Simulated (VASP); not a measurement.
MnO, 2 atoms in the cell. It takes space group Fm-3m (No. 225, cubic). Conventional cell: a = 4.448 Å, b = 4.448 Å, c = 4.448 Å, α = 90.00°, β = 90.00°, γ = 90.00°. Within 2.9 Å of Mn (site symmetry m-3m) lie 6 O at 2.22 Å. O (site symmetry m-3m) has 6 Mn at 2.22 Å within 2.9 Å. 

- Program: VASP 6.6.1
- Task: single point
- Functional: RPBE
- Dispersion: D4
- Potentials or basis: VASP PAW PBE potentials, release 64 (Mn_pv, O)
- Cutoff: 520 eV
- k mesh: 10 × 10 × 10
- Occupations: fermi-dirac, width 0.05 eV
- Spin: collinear spin, ferromagnetic start
- Starting moments: [4.0, 0.0] μB
- Dipole correction: no
- Further INCAR settings: ALGO = Normal; EDIFF = 1e-07; NBANDS = 20

Potentials or basis: VASP PAW PBE potentials, release 64 (Mn_pv, O).

The run is started by

```console
$ cat potpaw_PBE.64/Mn_pv/POTCAR potpaw_PBE.64/O/POTCAR > POTCAR
$ mpirun -np 1 vasp_std > vasp.out
```

Hardware: 1 thread of Intel(R) Xeon(R) 6975P-C (Granite Rapids), on a shared host.

Question: Estimate the wall time of this run.

Answer: Run time: 19 s on 1 thread of Intel(R) Xeon(R) 6975P-C (Granite Rapids), on a shared host, peak memory 0.15 GiB. Counts: scf iterations 15, k points 47.
